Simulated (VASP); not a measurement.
# Be: single point with PBE

Be:

```
Be
1.0
     2.26567    0.00000    0.00000
    -1.13284    1.96213    0.00000
     0.00000    0.00000    3.55870
Be
2
Direct
  0.33333 0.66667 0.25000
  0.66667 0.33333 0.75000
```

* Program: VASP 6.6.1
* Task: single point
* Functional: PBE
* Potentials or basis: VASP PAW PBE potentials, release 64 (Be)
* Cutoff: 520 eV
* k mesh: 16 × 16 × 9
* Occupations: methfessel-paxton, width 0.01 eV
* Spin: no spin polarisation

| Quantity | Value |
| --- | --- |
| Pressure | 0.2 GPa |
| Band gap on the k mesh | zero (band 2 reaches 7.95 eV, above the bottom of band 3 at 6.35 eV) |

Stress tensor (GPa, compression positive):
```
 0.27  0.00  0.00
 0.00  0.27  0.00
 0.00  0.00 -0.07
```

Levels at points of the mesh, in eV from the Fermi level:
```csv
k point,band 1,band 2,band 3,band 4,band 5,band 6,band 7
"(0.00, 0.00, 0.00)",-11.35,-4.42,1.15,15.94,15.94,18.80,18.80
"(0.50, 0.00, 0.00)",-5.02,-3.15,3.63,6.50,6.78,9.36,10.12
```

Run time: 8.8 s on 1 thread of Intel(R) Xeon(R) Platinum 8488C (Sapphire Rapids), with other jobs on the host, peak memory 0.13 GiB.
